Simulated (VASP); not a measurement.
# Al in VASP: a series of runs, part 2 of 2

VASP 6.6.1. The steps go on from the part before.

### 3 Single point, PBE

File INCAR:

```
SYSTEM = Al
ALGO     = Normal         ! electronic algorithm
DIPOL    = 0.5 0.5 0.500
EDIFF    = 1E-7           ! SCF threshold, eV
ENCUT    = 520            ! plane-wave cutoff, eV
GGA      = PE             ! functional
IDIPOL   = 3            
ISIF     = 2              ! what is computed and relaxed
ISMEAR   = 0              ! smearing method
LASPH    = .TRUE.         ! aspherical terms in the spheres
LCHARG   = .FALSE.        ! write CHGCAR
LDIPOL   = .TRUE.       
LREAL    = .FALSE.        ! projectors in reciprocal space
LWAVE    = .FALSE.        ! write WAVECAR
NBANDS   = 16             ! bands
NELM     = 80             ! most SCF steps
PREC     = Accurate       ! precision mode
SIGMA    = 0.1            ! smearing width, eV
```

File KPOINTS:

```
k-points
0
G
  12 12 1
  0 0 0
```

File POSCAR:

```
Al
1.0
    2.8571513840      0.0000000000      0.0000000000
   -1.4285756920      2.4743656810      0.0000000000
    0.0000000000      0.0000000000     24.3314173450
Al
5
Direct
    0.6666666667      0.3333333333      0.3082434489
    0.3333333333      0.6666666667      0.4041217245
    0.0000000000      0.0000000000      0.5000000000
    0.6666666667      0.3333333333      0.5958782755
    0.3333333333      0.6666666667      0.6917565511
```

Potentials or basis: VASP PAW PBE potentials, release 64 (Al).

Command:

```console
> cat potpaw_PBE.64/Al/POTCAR > POTCAR
> mpirun -np 1 vasp_std > vasp.out
```

OUTCAR:

```text
SYSTEM = Al
   EDIFF = 1E-7
   ENCUT = 520
   GGA = PE
   ISIF = 2
   ISMEAR = 0
   LASPH = .TRUE.
   LREAL = .FALSE.
   NELM = 80
   PREC = Accurate

 ion  position               nearest neighbor table
   1  0.667  0.333  0.308-   2 2.86   2 2.86   2 2.86
   2  0.333  0.667  0.404-   3 2.86   3 2.86   3 2.86   1 2.86   1 2.86   1 2.86
   3  0.000  0.000  0.500-   2 2.86   4 2.86   2 2.86   4 2.86   4 2.86   2 2.86
   4  0.667  0.333  0.596-   3 2.86   3 2.86   3 2.86   5 2.86   5 2.86   5 2.86
   5  0.333  0.667  0.692-   4 2.86   4 2.86   4 2.86

  LATTYP: Found a hexagonal cell.
 ALAT       =     2.8571513840
 C/A-ratio  =     8.5159706557

  Lattice vectors:

 A1 = (   2.8571513840,   0.0000000000,   0.0000000000)
 A2 = (  -1.4285756920,   2.4743656810,   0.0000000000)
 A3 = (   0.0000000000,   0.0000000000,  24.3314173450)

Analysis of symmetry for initial positions (statically):
=====================================================================
 Subroutine PRICEL returns:
 Original cell was already a primitive cell.

 Routine SETGRP: Setting up the symmetry group for a
 hexagonal supercell.

 Subroutine GETGRP returns: Found 12 space group operations
 (whereof 12 operations were pure point group operations)
 out of a pool of 24 trial point group operations.

The static configuration has the point symmetry D_3d.

Analysis of symmetry for dynamics (positions and initial velocities):
=====================================================================
 Subroutine PRICEL returns:
 Original cell was already a primitive cell.

 Routine SETGRP: Setting up the symmetry group for a
 hexagonal supercell.

 Subroutine GETGRP returns: Found 12 space group operations
 (whereof 12 operations were pure point group operations)
 out of a pool of 24 trial point group operations.

The dynamic configuration has the point symmetry D_3d.

 Subroutine INISYM returns: Found 12 space group operations
 (whereof 12 operations are pure point group operations),
 and found     1 'primitive' translations

----------------------------------------------------------------------------------------

                                     Primitive cell

  volume of cell :     172.0143

  direct lattice vectors                    reciprocal lattice vectors
     2.857151384  0.000000000  0.000000000     0.349998955  0.202071991  0.000000000
    -1.428575692  2.474365681  0.000000000     0.000000000  0.404143982  0.000000000
     0.000000000  0.000000000 24.331417345     0.000000000  0.000000000  0.041099127

  length of vectors
     2.857151384  2.857151384 24.331417345     0.404143982  0.404143982  0.041099127

  position of ions in fractional coordinates (direct lattice)
     0.666666667  0.333333333  0.308243449
     0.333333333  0.666666667  0.404121725
     0.000000000  0.000000000  0.500000000
     0.666666667  0.333333333  0.595878275
     0.333333333  0.666666667  0.691756551

  ion indices of the primitive-cell ions
   primitive index   ion index
                 1           1
                 2           2
                 3           3
[... 36 lines left out ...]
  0.416667  0.000000  0.000000      6.000000
[... 11 lines left out ...]
  0.333333  0.250000  0.000000     12.000000
  0.333333  0.333333  0.000000      2.000000
   k-points           NKPTS =     19   k-points in BZ     NKDIM =     19   number of bands    NBANDS=     16
   number of dos      NEDOS =    301   number of ions     NIONS =      5
   total plane-waves  NPLWV = 110592
   dimension x,y,z NGX =    24 NGY =   24 NGZ =  192
   dimension x,y,z NGXF=    48 NGYF=   48 NGZF=  384
   ions per type =               5
   NGX,Y,Z   is equivalent  to a cutoff of  13.96, 13.96, 13.12 a.u.
   NGXF,Y,Z  is equivalent  to a cutoff of  27.93, 27.93, 26.24 a.u.
 SYSTEM =  Al
   PREC   = accura    normal or accurate (medium, high low for compatibility)
   ISTART =      0    job   : 0-new  1-cont  2-samecut
   ICHARG =      2    charge: 1-file 2-atom 10-const
   ISPIN  =      1    spin polarized calculation?
   LNONCOLLINEAR =      F non collinear calculations
   LSORBIT =      F    spin-orbit coupling
   LASPH  =      T    aspherical Exc in radial PAW
   ENCUT  =  520.0 eV  38.22 Ry    6.18 a.u.   5.31  5.31 45.24*2*pi/ulx,y,z
   NELM   =     80;   NELMIN=  2; NELMDL= -5     # of ELM steps
   EDIFF  = 0.1E-06   stopping-criterion for ELM
   LREAL  =      F    real-space projection
   EDIFFG = 0.1E-05   stopping-criterion for IOM
   NSW    =      0    number of steps for IOM
   IBRION =     -1    ionic relax: 0-MD 1-quasi-New 2-CG
   NFREE  =      0    steps in history (QN), initial steepest desc. (CG)
   ISIF   =      2    stress and relaxation
   ISYM   =      2    0-nonsym 1-usesym 2-fastsym
   POTIM  = 0.5000    time-step for ionic-motion
   TEBEG  =    0.0;   TEEND  =   0.0 temperature during run
   PSTRESS=    0.0 pullay stress
   NELECT =      15.0000    total number of electrons
   NUPDOWN=      -1.0000    fix difference up-down
   EMIN   =  10.00;   EMAX   =-10.00  energy-range for DOS
   EFERMI =   0.00;   METHOD = LEGACY
   ISMEAR =     0;   SIGMA  =   0.10  broadening in eV -4-tet -1-fermi 0-gaus
   EFERMI_NEDOS =   21; number of points for ismear=-14 and -15
   IALGO  =     38    algorithm
   IMIX   =      4    mixing-type and parameters
     AMIX     =   0.40;   BMIX     =  1.00
     AMIX_MAG =   1.60;   BMIX_MAG =  1.00
  volume/ion in A,a.u.               =      34.40       232.16
  Fermi-wavevector in a.u.,A,eV,Ry     =   0.725967  1.371879  7.170659  0.527029
  Thomas-Fermi vector in A             =   1.816822
   LORBIT       =      0    0 simple, 1 ext, 2 COOP (PROOUT), +10 PAW based schemes
   GGA     = PE    functional components
   LHFCALC =     F    Hartree Fock is set to
   AEXX    =    0.0000 exact exchange contribution
   IVDW    =     0    specifies the selected vdW correction
   LEPSILON=     F    determine dielectric tensor
   LRPA    =     F    only Hartree local field effects (RPA)
 non-spin polarized calculation
 Gauss-broadening in eV      SIGMA  =   0.10
  energy-cutoff  :      520.00
  volume of cell :      172.01
 maximum number of plane-waves:      4687
 NGX is ok and might be reduce to    24
   NGX = 11   NGY = 11   NGZ = 91

 dipolmoment           0.000000      0.000000     -0.000000 electrons x Angstroem

 number of electron      15.0000000 magnetization

 dipolmoment           0.000000      0.000000      0.000000 electrons x Angstroem

 Free energy of the ion-electron system (eV)
  ---------------------------------------------------
  ext. energy  EPLUGINS =         0.00000000
  ---------------------------------------------------
  free energy    TOTEN  =       -18.01891851 eV

  energy without entropy =      -18.00817203  energy(sigma->0) =      -18.01354527

 E-fermi :   1.7330     XC(G=0):  -5.6575

 val. band max:        1.7031802712   @ k =   0.2500   0.1667   0.0000
 cond. band min:       1.7922876676   @ k =   0.3333   0.2500   0.0000
 fundamental gap:      0.0891073964
 Fermi energy:         1.7330152725

 k-point     1 :       0.0000    0.0000    0.0000
  band No.  band energies     occupation
      1      -9.1604      2.00000
      2      -8.4799      2.00000
      3      -7.3614      2.00000
      4      -5.8248      2.00000
      5      -3.9063      2.00000
      6      -1.8603      2.00000
[... 338 lines left out ...]
      3      -1.3082      2.00000
      4      -0.7656      2.00000
      5      -0.6911      2.00000
      6      -0.6911      2.00000
[... 8 lines left out ...]
     15       4.0277      0.00000
     16       5.6145      0.00000

------------------------ aborting loop because EDIFF is reached ----------------------------------------

 vacuum level on the upper side and lower side of the slab       (xc-potential included)        -0.105        -0.105

  FORCE on cell =-STRESS in cart. coord.  units (eV):
  Direction    XX          YY          ZZ          XY          YZ          ZX
  --------------------------------------------------------------------------------------
  -------------------------------------------------------------------------------------
  Total       -1.5605522     -1.5605522      0.5674219     -0.0000000      0.0000000      0.0000000
  in kB      -14.5353115    -14.5353115      5.2850869     -0.0000000      0.0000000      0.0000000
  external PRESSURE =      -7.9285121 kB  Pullay stress =       0.0000000 kB

 VOLUME and BASIS-vectors are now :
 -----------------------------------------------------------------------------
  energy-cutoff  :      520.00
  volume of cell :      172.01
      direct lattice vectors                 reciprocal lattice vectors
     2.857151384  0.000000000  0.000000000     0.349998955  0.202071991  0.000000000
    -1.428575692  2.474365681  0.000000000     0.000000000  0.404143982  0.000000000
     0.000000000  0.000000000 24.331417345     0.000000000  0.000000000  0.041099127

 POSITION                                       TOTAL-FORCE (eV/Angst)
 -----------------------------------------------------------------------------------
      1.42858      0.82479      7.50000         0.000000     -0.000000     -0.104586
     -0.00000      1.64958      9.83285        -0.000000      0.000000      0.087106
      0.00000      0.00000     12.16571        -0.000000      0.000000      0.000000
      1.42858      0.82479     14.49856        -0.000000     -0.000000     -0.087106
     -0.00000      1.64958     16.83142         0.000000      0.000000      0.104586
 -----------------------------------------------------------------------------------
    total drift:                               -0.000000      0.000000      0.000000

  FREE ENERGIE OF THE ION-ELECTRON SYSTEM (eV)
  ---------------------------------------------------
  free  energy   TOTEN  =       -18.0189185088 eV

  energy  without entropy=      -18.0081720320  energy(sigma->0) =      -18.01354527

 vacuum level on the upper side and lower side of the slab         5.791         5.791
```

Wall time 37 s (1 thread of Intel Xeon 6975P-C (Granite Rapids), shared host); peak memory 0.31 GiB.

What came out:

- Free energy: -18.0189 eV
- Largest force: 0.105 eV/Å

Forces in eV/Å, atoms in the order of the input:
```
Al   0.000  0.000 -0.105
Al   0.000  0.000  0.087
Al   0.000  0.000  0.000
Al   0.000  0.000 -0.087
Al   0.000  0.000  0.105
```

### 4 Single point, PBE

File INCAR:

```
PREC     = Accurate       # precision mode
ENCUT    = 520            # plane-wave cutoff, eV
EDIFF    = 1E-6           # SCF threshold, eV
ISMEAR   = 0              # smearing method
SIGMA    = 0.1            # smearing width, eV
LREAL    = F              # projectors in reciprocal space
LASPH    = T              # aspherical terms in the spheres
NELM     = 80             # most SCF steps
ALGO     = Normal         # electronic algorithm
ISIF     = 2              # what is computed and relaxed
LWAVE    = F              # write WAVECAR
LCHARG   = F              # write CHGCAR
LDIPOL   = T            
IDIPOL   = 3            
DIPOL    = 0.5 0.5 0.500
GGA      = PE             # functional
NBANDS   = 16             # bands
EFIELD   = -0.1
```

File KPOINTS:

```
Automatic mesh
0
Gamma
  12 12 1
```

POSCAR is that of step 3.

Command:

```console
> cat potpaw_PBE.64/Al/POTCAR > POTCAR
> mpirun -np 1 vasp_std > vasp.out
```

Run time: 43 s. Hardware: 1 thread of Intel Xeon 6975P-C (Granite Rapids), shared host; peak memory 0.31 GiB.

The run converged. Its results:

| Property | Result |
| --- | --- |
| Free energy | -18.0214 eV |
| Largest force | 0.106 eV/Å |

Forces in eV/Å, atoms in the order of the input:
```
Al   0.000  0.000 -0.104
Al   0.000  0.000  0.086
Al   0.000  0.000  0.001
Al   0.000  0.000 -0.088
Al   0.000  0.000  0.106
```

Levels at points of the mesh, in eV from the Fermi level:
```tsv
k point	band 5	band 6	band 7	band 8	band 9	band 10
(0.00, 0.00, 0.00)	-5.64	-3.59	-1.16	1.22	3.03	4.01
(0.50, 0.00, 0.00)	-3.42	-3.14	-1.88	-1.42	0.20	0.27
```

### 5 Single point, PBE

File INCAR:

```
SYSTEM = Al
ALGO = Normal
DIPOL = 0.5 0.5 0.500
EDIFF = 1E-7
EFIELD = -0.6
ENCUT = 520
GGA = PE
IDIPOL = 3
ISIF = 2
ISMEAR = 0
LASPH = .True.
LCHARG = .False.
LDIPOL = .True.
LREAL = .False.
LWAVE = .False.
NBANDS = 16
NELM = 60
PREC = Accurate
SIGMA = 0.1
```

File KPOINTS:

```
k-points
0
Gamma
  12 12 1
  0 0 0
```

POSCAR is that of step 4.

Command:

```console
> cat potpaw_PBE.64/Al/POTCAR > POTCAR
> mpirun -np 1 vasp_std > vasp.out
```

Run time: 55 s. Hardware: 1 thread of Intel Xeon 6975P-C (Granite Rapids), shared host; peak memory 0.31 GiB.

The run converged. Its results:

```
Free energy   : -18.1092 eV
Largest force : 0.117 eV/Å
```

Forces on the atoms (eV/Å):
```
Al   0.000  0.000 -0.107
Al   0.000  0.000  0.080
Al   0.000  0.000  0.006
Al   0.000  0.000 -0.095
Al   0.000  0.000  0.117
```

Levels at points of the mesh, in eV from the Fermi level:
```
           k point  band 3  band 4  band 5  band 6  band 7  band 8  band 9  band 10  band 11  band 12
(0.00, 0.00, 0.00)   -9.09   -7.56   -5.64   -3.59   -1.16    1.16    2.24     3.40     4.52     5.89
(0.50, 0.00, 0.00)   -4.35   -4.32   -3.42   -3.14   -1.88   -1.42    0.20     0.27     1.95     2.22
```

### 6 The runs side by side

```csv
smearing,electric field (eV/Å),gap on the mesh (eV),largest force (eV/Å)
gaussian 0.5 eV,-,none,0.07
gaussian 0.1 eV,-,none,0.10
gaussian 0.1 eV,0.1,none,0.11
gaussian 0.1 eV,0.6,none,0.12
```

Alike in all rows: task single point; level PBE; potentials or basis VASP PAW PBE potentials, release 64 (Al); no spin polarisation; cell as given; k mesh 12 × 12 × 1; cutoff (eV) 520.

Every run on the cell as given and a fine mesh finds a metal.

Absolute energies hang on the potentials; compare differences alone.
